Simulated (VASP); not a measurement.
A run of VASP 6.6.1 is set up as follows.

INCAR

```
SYSTEM = TlCl
  PREC = Accurate
  ENCUT = 500
  EDIFF = 1E-8
  ISMEAR = 0
  SIGMA = 0.01
  LREAL = .FALSE.
  LASPH = .TRUE.
  NELM = 120
  ALGO = Normal
  ISIF = 3
  LWAVE = .FALSE.
  LCHARG = .FALSE.
  GGA = PS
  IBRION = 6
  NFREE = 2
  POTIM = 0.015
  NSW = 1
  GGA_COMPAT = .FALSE.
```

KPOINTS

```
regular mesh
0
G
  6 6 6
  0 0 0
```

Contents of POSCAR:

```
TlCl
1.0
    3.6434626036      0.0000000000      0.0000000000
    0.0000000000      3.6434626036      0.0000000000
    0.0000000000      0.0000000000      3.6434626036
Tl Cl
1 1
Direct
    0.0000000000      0.0000000000      0.0000000000
    0.5000000000      0.5000000000      0.5000000000
```

Potentials or basis: VASP PAW PBE potentials, release 64 (Tl_d, Cl).

Launch:

```console
$ cat potpaw_PBE.64/Tl_d/POTCAR potpaw_PBE.64/Cl/POTCAR > POTCAR
$ mpirun -np 1 vasp_std > vasp.out
```

What does it give for the elastic constants C11, C12, C44?

63, 37, 21 GPa.

Predict the Voigt bulk modulus.

45 GPa.

Predict the highest phonon frequency at Γ, LO-TO splitting left out.

90 cm⁻¹.

Clamped-ion elastic tensor (GPa):
```
63 37 37  0  0  0
37 63 37  0  0  0
37 37 63  0  0  0
 0  0  0 21  0  0
 0  0  0  0 21  0
 0  0  0  0  0 21
```

Caveat: the cell is under stress, which shifts elastic constants; the PAW data sets were made with another functional, which shifts forces and pressure a little.
